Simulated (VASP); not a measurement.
Here is a VASP 6.6.1 calculation.

File INCAR:

```
SYSTEM = MnO
PREC = Accurate ; ENCUT = 520
EDIFF = 1E-6 ; ISMEAR = 1
SIGMA = 0.05 ; LREAL = .FALSE.
LASPH = .TRUE. ; NELM = 150
ALGO = Normal ; ISIF = 2
LWAVE = .FALSE. ; LCHARG = .TRUE.
ISPIN = 2 ; MAGMOM = 2.8 0
LORBIT = 11 ; LMAXMIX = 4
LDAU = .TRUE. ; LDAUTYPE = 2
LDAUL = 2 -1 ; LDAUU = 3 0
LDAUJ = 0 0 ; LDAUPRINT = 1
LELF = .TRUE. ; LVHAR = .TRUE.
NBANDS = 20
```

KPOINTS

```
regular mesh
0
G
  6 6 6
  0 0 0
```

The input POSCAR:

```
MnO
1.0
    0.0000000000      2.2230000000      2.2230000000
    2.2230000000      0.0000000000      2.2230000000
    2.2230000000      2.2230000000      0.0000000000
Mn O
1 1
Direct
    0.9911200000      0.9884300000      0.0357900000
    0.4653953936      0.5076346064      0.5340753936
```

Potentials or basis: VASP PAW LDA potentials, release 64 (Mn_pv, O).

Launch:

```bash
$ cat potpaw_LDA.64/Mn_pv/POTCAR potpaw_LDA.64/O/POTCAR > POTCAR
$ mpirun -np 1 vasp_std > vasp.out
```

Question: Predict the band gap on the k mesh.

Answer: Zero (filled and empty bands overlap).

Question: Predict the net moment.

Answer: 5.00 μB per cell.

Question: What does it give for the pressure?

Answer: -5.3 GPa.

Question: Predict the largest force.

Answer: 0.209 eV/Å.

Forces in eV/Å, atoms in the order of the input:
```
Mn   0.107 -0.175 -0.039
O   -0.107  0.175  0.039
```

Caveat: the k points lie up to 0.41 Å⁻¹ apart; a cell with one magnetic atom can't hold antiferromagnetic order, which such compounds often take. The state reached can hang on the start; a lower one may exist.
